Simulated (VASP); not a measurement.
# CaHOs2 (P4/mmm) in VASP: single point with PBE

Aim: the single point of CaHOs2 with PBE.

Program: VASP 6.6.1. These are calculated values, not measurements. Logs are shortened: lines on timing, memory, paths and dates and some standing lists are left out, and cuts for length are marked.

### Step 1. The cell of the first run

The structure is tetragonal, space group P4/mmm (No. 123). The conventional cell has a = 3.296 Å, b = 3.296 Å, c = 4.654 Å, α = 90.00°, β = 90.00°, γ = 90.00°. Within 3.1 Å of Ca (site symmetry 4/mmm) lie 6 Os at 2.33 Å. Within 3.1 Å of H (site symmetry 4/mmm) lie 6 Os at 2.33 Å. Within 3.1 Å of Os (site symmetry 4/mmm) lie 2 H at 2.33 Å and 4 Ca at 2.33 Å. Os (site symmetry 4/mmm) has 2 Ca at 2.33 Å and 4 H at 2.33 Å within 3.1 Å.

### Step 2. Single point, PBE

File INCAR:

```
PREC = Accurate
ENCUT = 520
EDIFF = 1E-7
ISMEAR = 0
SIGMA = 0.1
LREAL = F
LASPH = T
NELM = 60
ALGO = Normal
ISIF = 2
LWAVE = F
LCHARG = T
GGA = PE
LELF = T
LVHAR = T
NBANDS = 22
```

File KPOINTS:

```
Automatic mesh
0
Gamma
  6 6 4
```

File POSCAR:

```
CaHOs2
1.0
    3.2962608700      0.0000000000      0.0000000000
    0.0000000000      3.2962608700      0.0000000000
    0.0000000000      0.0000000000      4.6537219700
Ca H Os
1 1 2
Direct
    0.5000000000      0.5000000000      0.5000000000
    0.0000000000      0.0000000000      0.0000000000
    0.0000000000      0.0000000000      0.5000000000
    0.5000000000      0.5000000000      0.0000000000
```

Potentials or basis: VASP PAW PBE potentials, release 64 (Ca_sv, H, Os).

The run is started by

```
> cat potpaw_PBE.64/Ca_sv/POTCAR potpaw_PBE.64/H/POTCAR potpaw_PBE.64/Os/POTCAR > POTCAR
> mpirun -np 1 vasp_std > vasp.out
```

OUTCAR:

```text
PREC = Accurate
   ENCUT = 520
   EDIFF = 1E-7
   ISMEAR = 0
   LREAL = F
   LASPH = T
   NELM = 60
   ISIF = 2
   GGA = PE

 ion  position               nearest neighbor table
   1  0.500  0.500  0.500-   4 2.33   4 2.33   3 2.33   3 2.33   3 2.33   3 2.33
   2  0.000  0.000  0.000-
   3  0.000  0.000  0.500-   1 2.33   1 2.33   1 2.33   1 2.33   4 3.29   4 3.29   4 3.29   4 3.29
                             4 3.29   4 3.29   4 3.29   4 3.29
   4  0.500  0.500  0.000-   1 2.33   1 2.33   3 3.29   3 3.29   3 3.29   3 3.29   3 3.29   3 3.29
                             3 3.29   3 3.29

  LATTYP: Found a simple tetragonal cell.
 ALAT       =     3.2962608700
 C/A-ratio  =     1.4118184675

  Lattice vectors:

 A1 = (   3.2962608700,   0.0000000000,   0.0000000000)
 A2 = (   0.0000000000,   3.2962608700,   0.0000000000)
 A3 = (   0.0000000000,   0.0000000000,   4.6537219700)

Analysis of symmetry for initial positions (statically):
=====================================================================
 Subroutine PRICEL returns:
 Original cell was already a primitive cell.

 Routine SETGRP: Setting up the symmetry group for a
 simple tetragonal supercell.

 Subroutine GETGRP returns: Found 16 space group operations
 (whereof 16 operations were pure point group operations)
 out of a pool of 16 trial point group operations.

The static configuration has the point symmetry D_4h.

Analysis of symmetry for dynamics (positions and initial velocities):
=====================================================================
 Subroutine PRICEL returns:
 Original cell was already a primitive cell.

 Routine SETGRP: Setting up the symmetry group for a
 simple tetragonal supercell.

 Subroutine GETGRP returns: Found 16 space group operations
 (whereof 16 operations were pure point group operations)
 out of a pool of 16 trial point group operations.

The dynamic configuration has the point symmetry D_4h.

 Subroutine INISYM returns: Found 16 space group operations
 (whereof 16 operations are pure point group operations),
 and found     1 'primitive' translations

----------------------------------------------------------------------------------------

                                     Primitive cell

  volume of cell :      50.5643

  direct lattice vectors                    reciprocal lattice vectors
     3.296260870  0.000000000  0.000000000     0.303374047  0.000000000  0.000000000
     0.000000000  3.296260870  0.000000000     0.000000000  0.303374047  0.000000000
     0.000000000  0.000000000  4.653721970     0.000000000  0.000000000  0.214881767

  length of vectors
     3.296260870  3.296260870  4.653721970     0.303374047  0.303374047  0.214881767

  position of ions in fractional coordinates (direct lattice)
     0.500000000  0.500000000  0.500000000
     0.000000000  0.000000000  0.000000000
     0.000000000  0.000000000  0.500000000
     0.500000000  0.500000000  0.000000000

  ion indices of the primitive-cell ions
   primitive index   ion index
                 1           1
                 2           2
                 3           3
                 4           4

----------------------------------------------------------------------------------------

 KPOINTS: Automatic mesh

Automatic generation of k-mesh.
 Grid dimensions read from file:
 generate k-points for:    6    6    4

 Generating k-lattice:

  Cartesian coordinates                     Fractional coordinates (reciprocal lattice)
     0.050562341  0.000000000  0.000000000     0.166666667  0.000000000  0.000000000
     0.000000000  0.050562341  0.000000000     0.000000000  0.166666667  0.000000000
     0.000000000  0.000000000  0.053720442     0.000000000  0.000000000  0.250000000

  Length of vectors
     0.050562341  0.050562341  0.053720442

  Shift w.r.t. Gamma in fractional coordinates (k-lattice)
     0.000000000  0.000000000  0.000000000

 Subroutine IBZKPT returns following result:
 ===========================================

 Found     30 irreducible k-points:

 Following reciprocal coordinates:
            Coordinates               Weight
  0.000000  0.000000  0.000000      1.000000
  0.166667  0.000000  0.000000      4.000000
  0.333333  0.000000  0.000000      4.000000
  0.500000  0.000000  0.000000      2.000000
  0.166667  0.166667  0.000000      4.000000
  0.333333  0.166667  0.000000      8.000000
[... 16 lines left out ...]
  0.333333  0.000000  0.500000      4.000000
  0.500000  0.000000  0.500000      2.000000
 [... further k-points ...]
   k-points           NKPTS =     30   k-points in BZ     NKDIM =     30   number of bands    NBANDS=     22
   number of dos      NEDOS =    301   number of ions     NIONS =      4
   total plane-waves  NPLWV =  28224
   dimension x,y,z NGX =    28 NGY =   28 NGZ =   36
   dimension x,y,z NGXF=    56 NGYF=   56 NGZF=   72
   ions per type =               1   1   2
   NGX,Y,Z   is equivalent  to a cutoff of  14.12, 14.12, 12.86 a.u.
   NGXF,Y,Z  is equivalent  to a cutoff of  28.24, 28.24, 25.72 a.u.
 SYSTEM =  unknown system
   PREC   = accura    normal or accurate (medium, high low for compatibility)
   ISTART =      0    job   : 0-new  1-cont  2-samecut
   ICHARG =      2    charge: 1-file 2-atom 10-const
   ISPIN  =      1    spin polarized calculation?
   LNONCOLLINEAR =      F non collinear calculations
   LSORBIT =      F    spin-orbit coupling
   LASPH  =      T    aspherical Exc in radial PAW
   ENCUT  =  520.0 eV  38.22 Ry    6.18 a.u.   6.13  6.13  8.65*2*pi/ulx,y,z
   NELM   =     60;   NELMIN=  2; NELMDL= -5     # of ELM steps
   EDIFF  = 0.1E-06   stopping-criterion for ELM
   LREAL  =      F    real-space projection
   EDIFFG = 0.1E-05   stopping-criterion for IOM
   NSW    =      0    number of steps for IOM
   IBRION =     -1    ionic relax: 0-MD 1-quasi-New 2-CG
   NFREE  =      0    steps in history (QN), initial steepest desc. (CG)
   ISIF   =      2    stress and relaxation
   ISYM   =      2    0-nonsym 1-usesym 2-fastsym
   POTIM  = 0.5000    time-step for ionic-motion
   TEBEG  =    0.0;   TEEND  =   0.0 temperature during run
   PSTRESS=    0.0 pullay stress
   NELECT =      27.0000    total number of electrons
   NUPDOWN=      -1.0000    fix difference up-down
   EMIN   =  10.00;   EMAX   =-10.00  energy-range for DOS
   EFERMI =   0.00;   METHOD = LEGACY
   ISMEAR =     0;   SIGMA  =   0.10  broadening in eV -4-tet -1-fermi 0-gaus
   EFERMI_NEDOS =   21; number of points for ismear=-14 and -15
   IALGO  =     38    algorithm
   IMIX   =      4    mixing-type and parameters
     AMIX     =   0.40;   BMIX     =  1.00
     AMIX_MAG =   1.60;   BMIX_MAG =  1.00
  volume/ion in A,a.u.               =      12.64        85.31
  Fermi-wavevector in a.u.,A,eV,Ry     =   1.328153  2.509846 24.000559  1.763991
  Thomas-Fermi vector in A             =   2.457412
   LORBIT       =      0    0 simple, 1 ext, 2 COOP (PROOUT), +10 PAW based schemes
   GGA     = PE    functional components
   LHFCALC =     F    Hartree Fock is set to
   AEXX    =    0.0000 exact exchange contribution
   IVDW    =     0    specifies the selected vdW correction
   LEPSILON=     F    determine dielectric tensor
   LRPA    =     F    only Hartree local field effects (RPA)
 non-spin polarized calculation
 Gauss-broadening in eV      SIGMA  =   0.10
  energy-cutoff  :      520.00
  volume of cell :       50.56
 maximum number of plane-waves:      1400
 NGX is ok and might be reduce to    28
   NGX = 13   NGY = 13   NGZ = 17

 number of electron      27.0000001 magnetization

 Free energy of the ion-electron system (eV)
  ---------------------------------------------------
  ext. energy  EPLUGINS =         0.00000000
  ---------------------------------------------------
  free energy    TOTEN  =       -16.19753561 eV

  energy without entropy =      -16.16994306  energy(sigma->0) =      -16.18373934

 E-fermi :   6.5224     XC(G=0): -12.4946

 val. band max:        6.4922465946   @ k =   0.0000   0.0000   0.2500
 cond. band min:       6.5237341236   @ k =   0.5000   0.3333   0.5000
 fundamental gap:      0.0314875289
 Fermi energy:         6.5224275517

 k-point     1 :       0.0000    0.0000    0.0000
  band No.  band energies     occupation
      1     -32.0652      2.00000
      2     -13.3795      2.00000
      3     -13.1569      2.00000
      4     -13.1569      2.00000
      5      -2.3624      2.00000
      6       0.9849      2.00000
[... 14 lines left out ...]
     21      15.4040      0.00000
     22      15.4040      0.00000

 k-point     2 :       0.1667    0.0000    0.0000
  band No.  band energies     occupation
      1     -32.0286      2.00000
      2     -13.4054      2.00000
      3     -13.3772      2.00000
      4     -13.2690      2.00000
      5      -1.9124      2.00000
      6       1.5482      2.00000
[... 14 lines left out ...]
     21      15.1021      0.00000
     22      15.1101      0.00000

 k-point     3 :       0.3333    0.0000    0.0000
  band No.  band energies     occupation
      1     -31.9546      2.00000
      2     -13.8680      2.00000
      3     -13.4838      2.00000
      4     -13.3725      2.00000
      5      -0.7533      2.00000
      6       2.6962      2.00000
[... 14 lines left out ...]
     21      14.6069      0.00000
     22      14.9851      0.00000

 k-point     4 :       0.5000    0.0000    0.0000
  band No.  band energies     occupation
      1     -31.9172      2.00000
      2     -14.0850      2.00000
      3     -13.5868      2.00000
      4     -13.3701      2.00000
      5       0.2149      2.00000
      6       2.4466      2.00000
[... 14 lines left out ...]
     21      14.3908      0.00000
     22      14.9359      0.00000

 k-point     5 :       0.1667    0.1667    0.0000
  band No.  band energies     occupation
      1     -32.0045      2.00000
      2     -13.6172      2.00000
      3     -13.3690      2.00000
      4     -13.2711      2.00000
      5      -1.5358      2.00000
      6       2.0976      2.00000
[... 14 lines left out ...]
     21      14.6581      0.00000
     22      14.9199      0.00000

 k-point     6 :       0.3333    0.1667    0.0000
  band No.  band energies     occupation
      1     -31.9563      2.00000
      2     -13.8645      2.00000
      3     -13.4453      2.00000
      4     -13.3525      2.00000
      5      -0.6120      2.00000
      6       2.4339      2.00000
[... 14 lines left out ...]
     21      14.2881      0.00000
     22      14.4962      0.00000

 k-point     7 :       0.5000    0.1667    0.0000
  band No.  band energies     occupation
      1     -31.9321      2.00000
      2     -13.9472      2.00000
      3     -13.5699      2.00000
      4     -13.3443      2.00000
      5       0.0260      2.00000
      6       2.2691      2.00000
[... 324 lines left out ...]
      6       1.8686      2.00000
[... 14 lines left out ...]
     21      14.5556      0.00000
     22      14.5556      0.00000

 k-point    21 :       0.0000    0.0000    0.5000
  band No.  band energies     occupation
      1     -32.0121      2.00000
      2     -13.8712      2.00000
      3     -13.1790      2.00000
      4     -13.1790      2.00000
      5      -1.3009      2.00000
      6       1.2412      2.00000
[... 14 lines left out ...]
     21      15.9113      0.00000
     22      17.8780      0.00000

 k-point    22 :       0.1667    0.0000    0.5000
  band No.  band energies     occupation
      1     -31.9756      2.00000
      2     -13.8661      2.00000
      3     -13.4280      2.00000
      4     -13.2911      2.00000
      5      -0.9048      2.00000
      6       1.8201      2.00000
[... 14 lines left out ...]
     21      14.7632      0.00000
     22      16.6819      0.00000

 k-point    23 :       0.3333    0.0000    0.5000
  band No.  band energies     occupation
      1     -31.9018      2.00000
      2     -13.8922      2.00000
      3     -13.8561      2.00000
      4     -13.5055      2.00000
      5       0.1498      2.00000
      6       2.5871      2.00000
[... 14 lines left out ...]
     21      12.0366      0.00000
     22      13.3727      0.00000

 k-point    24 :       0.5000    0.0000    0.5000
  band No.  band energies     occupation
      1     -31.8646      2.00000
      2     -14.1103      2.00000
      3     -13.8513      2.00000
      4     -13.6084      2.00000
      5       1.1964      2.00000
      6       2.0396      2.00000
[... 14 lines left out ...]
     21      11.4534      0.00000
     22      11.5248      0.00000

 [... further k-points ...]

------------------------ aborting loop because EDIFF is reached ----------------------------------------

  FORCE on cell =-STRESS in cart. coord.  units (eV):
  Direction    XX          YY          ZZ          XY          YZ          ZX
  --------------------------------------------------------------------------------------
  -------------------------------------------------------------------------------------
  Total       12.7587723     12.7587723     10.5978292      0.0000000      0.0000000      0.0000000
  in kB      404.2740683    404.2740683    335.8024917      0.0000000      0.0000000      0.0000000
  external PRESSURE =     381.4502094 kB  Pullay stress =       0.0000000 kB

 VOLUME and BASIS-vectors are now :
 -----------------------------------------------------------------------------
  energy-cutoff  :      520.00
  volume of cell :       50.56
      direct lattice vectors                 reciprocal lattice vectors
     3.296260870  0.000000000  0.000000000     0.303374047  0.000000000  0.000000000
     0.000000000  3.296260870  0.000000000     0.000000000  0.303374047  0.000000000
     0.000000000  0.000000000  4.653721970     0.000000000  0.000000000  0.214881767

 POSITION                                       TOTAL-FORCE (eV/Angst)
 -----------------------------------------------------------------------------------
      1.64813      1.64813      2.32686         0.000000      0.000000      0.000000
      0.00000      0.00000      0.00000         0.000000      0.000000      0.000000
      0.00000      0.00000      2.32686         0.000000      0.000000      0.000000
      1.64813      1.64813      0.00000         0.000000      0.000000      0.000000
 -----------------------------------------------------------------------------------
    total drift:                                0.000000      0.000000      0.000000

  FREE ENERGIE OF THE ION-ELECTRON SYSTEM (eV)
  ---------------------------------------------------
  free  energy   TOTEN  =       -16.1975356093 eV

  energy  without entropy=      -16.1699430615  energy(sigma->0) =      -16.18373934
```

It took 26 s on 1 thread of Intel Xeon Platinum 8488C (Sapphire Rapids), shared host; peak memory 0.19 GiB.

Results:

```yaml
Free_energy: -16.1975 eV
Pressure: 38.1 GPa
```

Stress tensor (GPa, compression positive):
```
40.43  0.00  0.00
 0.00 40.43  0.00
 0.00  0.00 33.58
```

Caveat: spin-orbit coupling is left out, which moves the levels of the heavy elements.
